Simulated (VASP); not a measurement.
# Cu (I4/mmm) in VASP: notebook, part 2 of 2

VASP 6.6.1. The steps go on from the part before.

## Step 3: Single point, r2SCAN (strain -0.030 along x and y, +0.030 along z)

Input file POSCAR:

```
Cu
1.0
   -1.3995095204      1.3995095204      1.4173638935
    1.3995095204     -1.3995095204      1.4173638935
    1.3995095204      1.3995095204     -1.4173638935
Cu
1
Direct
    0.0000000000      0.0000000000      0.0000000000
```

Input file INCAR.step1:

```
SYSTEM = Cu
PREC     = Accurate       ! precision mode
ENCUT    = 520            ! plane-wave cutoff, eV
ISMEAR   = 0              ! smearing method
SIGMA    = 0.15           ! smearing width, eV
LREAL    = .False.        ! projectors in reciprocal space
LASPH    = .True.         ! aspherical terms in the spheres
NELM     = 80             ! most SCF steps
NBANDS   = 12             ! bands
GGA      = PE             ! functional
ALGO     = Normal         ! electronic algorithm
EDIFF    = 1E-4           ! SCF threshold, eV
LWAVE    = .True.         ! write WAVECAR
LCHARG   = .False.        ! write CHGCAR
```

Input file INCAR.step2:

```
SYSTEM = Cu
PREC     = Accurate       ! precision mode
ENCUT    = 520            ! plane-wave cutoff, eV
EDIFF    = 1E-7           ! SCF threshold, eV
ISMEAR   = 0              ! smearing method
SIGMA    = 0.15           ! smearing width, eV
LREAL    = .False.        ! projectors in reciprocal space
LASPH    = .True.         ! aspherical terms in the spheres
NELM     = 80             ! most SCF steps
ALGO     = Normal         ! electronic algorithm
ISIF     = 2              ! what is computed and relaxed
LWAVE    = .False.        ! write WAVECAR
LCHARG   = .True.         ! write CHGCAR
METAGGA  = R2SCAN         ! meta-GGA
LMIXTAU  = .True.       
LELF     = .True.         ! ELF
LVHAR    = .True.       
NBANDS   = 12             ! bands
ISTART   = 1
```

Input file KPOINTS:

```
Automatic mesh
0
Gamma
  24 24 24
  0 0 0
```

Potentials or basis: VASP PAW PBE potentials, release 64 (Cu).

Command:

```console
$ cat potpaw_PBE.64/Cu/POTCAR > POTCAR
$ cp INCAR.step1 INCAR
$ mpirun -np 1 vasp_std > vasp.out
$ cp INCAR.step2 INCAR
$ mpirun -np 1 vasp_std > vasp.out
```

OUTCAR:

```text
SYSTEM = Cu
   PREC = Accurate
   ENCUT = 520
   EDIFF = 1E-7
   ISMEAR = 0
   LREAL = .False.
   LASPH = .True.
   NELM = 80
   ISIF = 2
   METAGGA = R2SCAN
   ISTART = 1

 ion  position               nearest neighbor table
   1  0.000  0.000  0.000-

  LATTYP: Found a body centered tetragonal cell.
 ALAT       =     2.7990190408
 C/A-ratio  =     1.0127575932

  Lattice vectors:

 A1 = (  -1.3995095204,   1.3995095204,   1.4173638935)
 A2 = (   1.3995095204,  -1.3995095204,   1.4173638935)
 A3 = (   1.3995095204,   1.3995095204,  -1.4173638935)

Analysis of symmetry for initial positions (statically):
=====================================================================
 Subroutine PRICEL returns:
 Original cell was already a primitive cell.

 Routine SETGRP: Setting up the symmetry group for a
 body centered tetragonal supercell.

 Subroutine GETGRP returns: Found 16 space group operations
 (whereof 16 operations were pure point group operations)
 out of a pool of 16 trial point group operations.

The static configuration has the point symmetry D_4h.

Analysis of symmetry for dynamics (positions and initial velocities):
=====================================================================
 Subroutine PRICEL returns:
 Original cell was already a primitive cell.

 Routine SETGRP: Setting up the symmetry group for a
 body centered tetragonal supercell.

 Subroutine GETGRP returns: Found 16 space group operations
 (whereof 16 operations were pure point group operations)
 out of a pool of 16 trial point group operations.

The dynamic configuration has the point symmetry D_4h.

 Subroutine INISYM returns: Found 16 space group operations
 (whereof 16 operations are pure point group operations),
 and found     1 'primitive' translations

----------------------------------------------------------------------------------------

                                     Primitive cell

  volume of cell :      11.1043

  direct lattice vectors                    reciprocal lattice vectors
    -1.399509520  1.399509520  1.417363893     0.000000000  0.357268023  0.352767558
     1.399509520 -1.399509520  1.417363893     0.357268023  0.000000000  0.352767558
     1.399509520  1.399509520 -1.417363893     0.357268023  0.357268023  0.000000000

  length of vectors
     2.434373472  2.434373472  2.434373472     0.502081060  0.502081060  0.505253284

  position of ions in fractional coordinates (direct lattice)
     0.000000000  0.000000000  0.000000000

  ion indices of the primitive-cell ions
   primitive index   ion index
                 1           1

----------------------------------------------------------------------------------------

 KPOINTS: Automatic mesh

Automatic generation of k-mesh.
 Grid dimensions read from file:
 generate k-points for:   24   24   24

 Generating k-lattice:

  Cartesian coordinates                     Fractional coordinates (reciprocal lattice)
     0.000000000  0.014886168  0.014698648     0.041666667  0.000000000 -0.000000000
     0.014886168  0.000000000  0.014698648     0.000000000  0.041666667 -0.000000000
     0.014886168  0.014886168  0.000000000     0.000000000  0.000000000  0.041666667

  Length of vectors
     0.020920044  0.020920044  0.021052220

  Shift w.r.t. Gamma in fractional coordinates (k-lattice)
     0.000000000  0.000000000  0.000000000

 Subroutine IBZKPT returns following result:
 ===========================================

 Found   1063 irreducible k-points:

 Following reciprocal coordinates:
            Coordinates               Weight
  0.000000  0.000000  0.000000      1.000000
  0.041667  0.000000 -0.000000      8.000000
  0.083333  0.000000 -0.000000      8.000000
  0.125000  0.000000 -0.000000      8.000000
  0.166667  0.000000 -0.000000      8.000000
  0.208333  0.000000 -0.000000      8.000000
[... 16 lines left out ...]
  0.416667  0.041667 -0.000000     16.000000
  0.458333  0.041667 -0.000000     16.000000
 [... further k-points ...]
   k-points           NKPTS =   1063   k-points in BZ     NKDIM =   1063   number of bands    NBANDS=     12
   number of dos      NEDOS =    301   number of ions     NIONS =      1
   total plane-waves  NPLWV =   5832
   dimension x,y,z NGX =    18 NGY =   18 NGZ =   18
   dimension x,y,z NGXF=    36 NGYF=   36 NGZF=   36
   ions per type =               1
   NGX,Y,Z   is equivalent  to a cutoff of  12.29, 12.29, 12.29 a.u.
   NGXF,Y,Z  is equivalent  to a cutoff of  24.58, 24.58, 24.58 a.u.
 SYSTEM =  Cu
   PREC   = accura    normal or accurate (medium, high low for compatibility)
   ISTART =      1    job   : 0-new  1-cont  2-samecut
   ICHARG =      0    charge: 1-file 2-atom 10-const
   ISPIN  =      1    spin polarized calculation?
   LNONCOLLINEAR =      F non collinear calculations
   LSORBIT =      F    spin-orbit coupling
   LASPH  =      T    aspherical Exc in radial PAW
   ENCUT  =  520.0 eV  38.22 Ry    6.18 a.u.   4.53  4.53  4.53*2*pi/ulx,y,z
   NELM   =     80;   NELMIN=  2; NELMDL=  0     # of ELM steps
   EDIFF  = 0.1E-06   stopping-criterion for ELM
   LREAL  =      F    real-space projection
   EDIFFG = 0.1E-05   stopping-criterion for IOM
   NSW    =      0    number of steps for IOM
   IBRION =     -1    ionic relax: 0-MD 1-quasi-New 2-CG
   NFREE  =      0    steps in history (QN), initial steepest desc. (CG)
   ISIF   =      2    stress and relaxation
   ISYM   =      2    0-nonsym 1-usesym 2-fastsym
   POTIM  = 0.5000    time-step for ionic-motion
   TEBEG  =    0.0;   TEEND  =   0.0 temperature during run
   PSTRESS=    0.0 pullay stress
   NELECT =      11.0000    total number of electrons
   NUPDOWN=      -1.0000    fix difference up-down
   EMIN   =  10.00;   EMAX   =-10.00  energy-range for DOS
   EFERMI =   0.00;   METHOD = LEGACY
   ISMEAR =     0;   SIGMA  =   0.15  broadening in eV -4-tet -1-fermi 0-gaus
   EFERMI_NEDOS =   21; number of points for ismear=-14 and -15
   IALGO  =     38    algorithm
   IMIX   =      4    mixing-type and parameters
     AMIX     =   0.40;   BMIX     =  1.00
     AMIX_MAG =   1.60;   BMIX_MAG =  1.00
  volume/ion in A,a.u.               =      11.10        74.94
  Fermi-wavevector in a.u.,A,eV,Ry     =   1.631954  3.083947 36.236061  2.663275
  Thomas-Fermi vector in A             =   2.724005
   LORBIT       =      0    0 simple, 1 ext, 2 COOP (PROOUT), +10 PAW based schemes
   METAGGA = R2SCAN    functional components
   LHFCALC =     F    Hartree Fock is set to
   AEXX    =    0.0000 exact exchange contribution
   IVDW    =     0    specifies the selected vdW correction
   LEPSILON=     F    determine dielectric tensor
   LRPA    =     F    only Hartree local field effects (RPA)
 non-spin polarized calculation
 Gauss-broadening in eV      SIGMA  =   0.15
  energy-cutoff  :      520.00
  volume of cell :       11.10
 maximum number of plane-waves:       321
   NGX =  9   NGY =  9   NGZ =  9

 number of electron      11.0000012 magnetization

 Free energy of the ion-electron system (eV)
  ---------------------------------------------------
  ext. energy  EPLUGINS =         0.00000000
  ---------------------------------------------------
  free energy    TOTEN  =       -10.78326131 eV

  energy without entropy =      -10.77907091  energy(sigma->0) =      -10.78116611

 E-fermi :   8.1832     XC(G=0): -14.1696

 val. band max:        8.1752877366   @ k =   0.5000   0.1250   0.0833
 cond. band min:       8.1896315720   @ k =   0.2500   0.1250   0.1250
 fundamental gap:      0.0143438354
 Fermi energy:         8.1831782083

 k-point     1 :       0.0000    0.0000    0.0000
  band No.  band energies     occupation
      1      -1.9830      2.00000
      2       4.7388      2.00000
      3       4.7390      2.00000
      4       4.7909      2.00000
      5       5.8336      2.00000
      6       5.8873      2.00000
      7      34.6390      0.00000
      8      34.9392      0.00000
      9      34.9394      0.00000
     10      39.2154      0.00000
     11      39.3149      0.00000
     12      39.4821      0.00000
[... 331 lines left out ...]
 k-point    24 :       0.4583    0.0417   -0.0000
  band No.  band energies     occupation
      1       2.6324      2.00000
      2       3.9827      2.00000
      3       5.8010      2.00000
      4       5.9018      2.00000
      5       6.4869      2.00000
      6       7.5921      2.00000
      7      13.2259      0.00000
      8      26.4554      0.00000
      9      27.4076      0.00000
     10      31.7735      0.00000
     11      35.1304      0.00000
     12      43.8375      0.00000

 [... further k-points ...]

------------------------ aborting loop because EDIFF is reached ----------------------------------------

  FORCE on cell =-STRESS in cart. coord.  units (eV):
  Direction    XX          YY          ZZ          XY          YZ          ZX
  --------------------------------------------------------------------------------------
  -------------------------------------------------------------------------------------
  Total        0.4410104      0.4410104      0.4470310      0.0000000     -0.0000000      0.0000000
  in kB       63.6306416     63.6306416     64.4993209      0.0000000     -0.0000000      0.0000000
  external PRESSURE =      63.9202013 kB  Pullay stress =       0.0000000 kB

 VOLUME and BASIS-vectors are now :
 -----------------------------------------------------------------------------
  energy-cutoff  :      520.00
  volume of cell :       11.10
      direct lattice vectors                 reciprocal lattice vectors
    -1.399509520  1.399509520  1.417363893     0.000000000  0.357268023  0.352767558
     1.399509520 -1.399509520  1.417363893     0.357268023  0.000000000  0.352767558
     1.399509520  1.399509520 -1.417363893     0.357268023  0.357268023  0.000000000

 POSITION                                       TOTAL-FORCE (eV/Angst)
 -----------------------------------------------------------------------------------
      0.00000      0.00000      0.00000         0.000000      0.000000      0.000000
 -----------------------------------------------------------------------------------
    total drift:                                0.000000     -0.000000      0.000000

  FREE ENERGIE OF THE ION-ELECTRON SYSTEM (eV)
  ---------------------------------------------------
  free  energy   TOTEN  =       -10.7832613070 eV

  energy  without entropy=      -10.7790709069  energy(sigma->0) =      -10.78116611
```

Run time: 4.4 min. Hardware: 1 thread of AMD EPYC 9R45 (Zen 5), shared host; peak memory 0.21 GiB.

Results:

```yaml
Free_energy: -10.7833 eV
Pressure: 6.4 GPa
Band_gap_on_the_k_mesh: zero (an odd number of electrons rules out a gap without spin polarisation)
```

Levels at points of the mesh, in eV from the Fermi level:
```tsv
k point	band 4	band 5	band 6	band 7	band 8	band 9
(0.00, 0.00, 0.00)	-3.39	-2.35	-2.30	26.46	26.76	26.76
(0.50, 0.00, 0.00)	-2.20	-1.49	-0.82	4.89	18.90	19.42
(0.50, 0.50, 0.00)	-2.18	-1.48	-0.71	5.03	18.57	19.02
(0.50, 0.50, 0.50)	-1.67	-1.67	8.61	9.12	9.12	14.30
```

Caveat: the cell differs from its parent crystal (strain -0.030 along x and y, +0.030 along z); the cell stands under pressure; the PAW data sets were made with another functional, which shifts forces and pressure a little.

## Step 4: Single point, r2SCAN (strain -0.015 along x and y, +0.000 along z)

Input file POSCAR:

```
Cu
1.0
   -1.4211514202      1.4211514202      1.3760814500
    1.4211514202     -1.4211514202      1.3760814500
    1.4211514202      1.4211514202     -1.3760814500
Cu
1
Direct
    0.0000000000      0.0000000000      0.0000000000
```

Input file INCAR.step1:

```
PREC = Accurate ; ENCUT = 520
ISMEAR = 0 ; SIGMA = 0.15
LREAL = False ; LASPH = True
NELM = 100 ; NBANDS = 12
GGA = PE ; ALGO = Normal
EDIFF = 1E-4 ; LWAVE = True
LCHARG = False
```

Input file INCAR.step2:

```
PREC = Accurate ; ENCUT = 520
EDIFF = 1E-6 ; ISMEAR = 0
SIGMA = 0.15 ; LREAL = False
LASPH = True ; NELM = 100
ALGO = Normal ; ISIF = 2
LWAVE = False ; LCHARG = True
METAGGA = R2SCAN ; LMIXTAU = True
LELF = True ; LVHAR = True
NBANDS = 12 ; ISTART = 1
```

Input file KPOINTS:

```
Automatic mesh
0
Gamma
  24 24 24
```

Command:

```console
$ cat potpaw_PBE.64/Cu/POTCAR > POTCAR
$ cp INCAR.step1 INCAR
$ mpirun -np 1 vasp_std > vasp.out
$ cp INCAR.step2 INCAR
$ mpirun -np 1 vasp_std > vasp.out
```

Run time: 3.7 min. Hardware: 1 thread of Intel Xeon 6975P-C (Granite Rapids), shared host; peak memory 0.24 GiB.

The run converged. Its results:

- Free energy: -10.7838 eV
- Pressure: 6.2 GPa
- Band gap on the k mesh: zero (an odd number of electrons rules out a gap without spin polarisation)

Levels at points of the mesh, in eV from the Fermi level:
```
           k point  band 2  band 3  band 4  band 5  band 6  band 7  band 8  band 9  band 10  band 11
(0.00, 0.00, 0.00)   -3.51   -3.38   -3.38   -2.40   -2.25   26.33   26.33   27.20    30.79    31.11
(0.50, 0.00, 0.00)   -4.28   -2.34   -2.14   -1.48   -0.68    5.06   18.50   18.94    22.64    26.08
(0.50, 0.50, 0.00)   -4.11   -2.45   -2.24   -1.51   -0.95    4.68   19.37   19.97    23.49    26.85
(0.50, 0.50, 0.50)   -5.17   -1.69   -1.69   -1.65    8.51    8.51    9.84   14.10    14.67    18.08
```

Caveat: the cell differs from its parent crystal (strain -0.015 along x and y, +0.000 along z); the cell stands under pressure; the PAW data sets were made with another functional, which shifts forces and pressure a little.

## Step 5: Single point, r2SCAN (strain +0.000 along x and y, +0.030 along z)

Input file POSCAR:

```
Cu
1.0
   -1.4427933200      1.4427933200      1.4173638935
    1.4427933200     -1.4427933200      1.4173638935
    1.4427933200      1.4427933200     -1.4173638935
Cu
1
Direct
    0.0000000000      0.0000000000      0.0000000000
```

Input file INCAR.step1:

```
PREC = Accurate
ENCUT = 520
ISMEAR = 0
SIGMA = 0.15
LREAL = F
LASPH = T
NELM = 80
NBANDS = 12
GGA = PE
ALGO = Normal
EDIFF = 1E-4
LWAVE = T
LCHARG = F
```

Input file INCAR.step2:

```
PREC = Accurate
ENCUT = 520
EDIFF = 1E-7
ISMEAR = 0
SIGMA = 0.15
LREAL = F
LASPH = T
NELM = 80
ALGO = Normal
ISIF = 2
LWAVE = F
LCHARG = F
METAGGA = R2SCAN
LMIXTAU = T
NBANDS = 12
ISTART = 1
```

KPOINTS is that of step 4.

Command:

```console
$ cat potpaw_PBE.64/Cu/POTCAR > POTCAR
$ cp INCAR.step1 INCAR
$ mpirun -np 1 vasp_std > vasp.out
$ cp INCAR.step2 INCAR
$ mpirun -np 1 vasp_std > vasp.out
```

Wall time 3.5 min (1 thread of Intel Xeon 6975P-C (Granite Rapids), shared host); peak memory 0.24 GiB.

It converged, with:

```yaml
Free_energy: -10.7890 eV
Pressure: -3.5 GPa
Band_gap_on_the_k_mesh: zero (an odd number of electrons rules out a gap without spin polarisation)
```

Stress tensor (GPa, compression positive):
```
-3.45  0.00  0.00
 0.00 -3.45  0.00
 0.00  0.00 -3.55
```

Levels at points of the mesh, in eV from the Fermi level:
```csv
k point,band 2,band 3,band 4,band 5,band 6,band 7,band 8,band 9,band 10,band 11
"(0.00, 0.00, 0.00)",-3.26,-3.19,-3.19,-2.24,-2.17,25.90,25.90,26.34,29.72,29.72
"(0.50, 0.00, 0.00)",-3.97,-2.22,-2.07,-1.44,-0.56,4.66,18.12,18.31,22.00,25.11
"(0.50, 0.50, 0.00)",-3.88,-2.28,-2.11,-1.45,-0.70,4.46,18.59,18.84,22.45,25.53
"(0.50, 0.50, 0.50)",-4.80,-1.62,-1.62,-1.60,8.43,8.43,9.14,13.79,14.12,16.85
```

Caveat: the cell differs from its parent crystal (strain +0.000 along x and y, +0.030 along z); the cell stands under tension; the PAW data sets were made with another functional, which shifts forces and pressure a little.

## Step 6: The runs side by side

```tsv
cell	gap on the mesh (eV)	pressure (GPa)
a = 2.422 Å, angles 109.4, 109.4, 109.6°, 1 atom	none	9.3
a = 2.434 Å, angles 109.8, 109.8, 108.8°, 1 atom	none	6.4
a = 2.436 Å, angles 108.6, 108.6, 111.2°, 1 atom	none	6.2
a = 2.484 Å, angles 109.0, 109.0, 110.4°, 1 atom	none	-3.5
```

Alike in all rows: task single point; level r2SCAN; potentials or basis VASP PAW PBE potentials, release 64 (Cu); no spin polarisation; k mesh 24 × 24 × 24; cutoff (eV) 520; smearing gaussian 0.15 eV.

Caveats: the PAW data sets were made with another functional, which shifts forces and pressure a little; the cell stands under pressure (at least some runs); the cell stands under tension (at least some runs).

Absolute energies hang on the potentials; compare differences alone.
